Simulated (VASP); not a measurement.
**Pb: single point with PBEsol**

The system is Pb.

```
CELL_PARAMETERS angstrom
0.00000 2.46980 2.46980
2.46980 0.00000 2.46980
2.46980 2.46980 0.00000
ATOMIC_POSITIONS crystal
Pb 0.00000 0.00000 0.00000
```

```json
{
  "Program": "VASP 6.6.1",
  "Task": "single point",
  "Functional": "PBEsol",
  "Potentials or basis": "VASP PAW PBE potentials, release 64 (Pb_d)",
  "Cutoff": "520 eV",
  "k mesh": "13 × 13 × 13",
  "Occupations": "fermi-dirac, width 0.08 eV",
  "Spin": "no spin polarisation",
  "Dipole correction": "no",
  "Further INCAR settings": "ALGO = Normal; EDIFF = 1e-06; NBANDS = 13"
}
```

```
Pressure               : -0.2 GPa
Band gap on the k mesh : zero (bands 7 and 8 overlap by 9.16 eV)
```

Levels at points of the mesh, in eV from the Fermi level:
| k point | band 5 | band 6 | band 7 | band 8 | band 9 | band 10 |
| --- | --- | --- | --- | --- | --- | --- |
| (0.00, 0.00, 0.00) | -16.92 | -11.88 | 7.39 | 7.39 | 7.39 | 9.70 |

Wall time 11 s on 1 thread of Intel(R) Xeon(R) 6975P-C (Granite Rapids), with other jobs on the host, peak memory 0.17 GiB.

Caveat: the PAW data sets were made with another functional, which shifts forces and pressure a little; spin-orbit coupling is left out, which moves the levels of the heavy elements.
